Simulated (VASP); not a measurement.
## NiO: single point with PBE

Crystal: NiO.

```
Ni O
1.0
     0.00000    2.24063    2.24063
     2.24063    0.00000    2.24063
     2.24063    2.24063    0.00000
Ni O
1 1
Direct
  0.00000 0.00000 0.00000
  0.75000 0.75000 0.75000
```

| Item | Value |
| --- | --- |
| Program | VASP 6.6.1 |
| Task | single point |
| Functional | PBE |
| Potentials or basis | VASP PAW PBE potentials, release 64 (Ni_sv_GW, O) |
| Cutoff | 600 eV |
| k mesh | 10 × 10 × 10 |
| Occupations | fermi-dirac, width 0.05 eV |
| Spin | collinear spin, ferromagnetic start |
| Starting moments | [1.0, 0.0] μB |
| Dipole correction | no |
| Second run | valence_matched |
| Further INCAR settings | ALGO = Normal; EDIFF = 1e-06; NBANDS = 23 |

```yaml
Pressure: -1.5 GPa
Net_moment: 1.93 μB per cell
Site_moments: Ni +1.53; O +0.36 μB
Valence_electrons_inside_the_program's_atomic_spheres: Ni 16.21; O 4.97
```

Levels at points of the mesh, in eV from the Fermi level:
Spin up:
```tsv
k point	band 11	band 12	band 13	band 14	band 15	band 16
(0.00, 0.00, 0.00)	0.12	0.12	0.12	0.35	14.20	14.20
(0.50, 0.00, 0.00)	-2.39	-0.70	-0.70	5.77	7.23	13.70
(0.50, 0.50, 0.00)	-1.91	-1.91	-1.79	5.31	9.87	11.10
```
Spin down:
```
           k point  band 9  band 10  band 11  band 12  band 13  band 14
(0.00, 0.00, 0.00)   -1.38    -1.38     0.64     1.77     1.77     1.77
(0.50, 0.00, 0.00)   -1.17    -1.17    -0.74     0.85     0.85     6.08
(0.50, 0.50, 0.00)   -1.55    -1.07    -0.77    -0.09    -0.09     5.81
```

Wall time 65 s on 1 thread of AMD EPYC 9R45 96-Core Processor (Zen 5), with other jobs on the host, peak memory 0.18 GiB.

Caveat: a cell with one magnetic atom can't hold antiferromagnetic order, which such compounds often take; semilocal functionals often make such compounds metallic where correlation or magnetic order opens a gap, which also shifts bond lengths. With open d or f shells a metallic result of PBE can be an artefact of self-interaction; +U or a hybrid may open a gap.
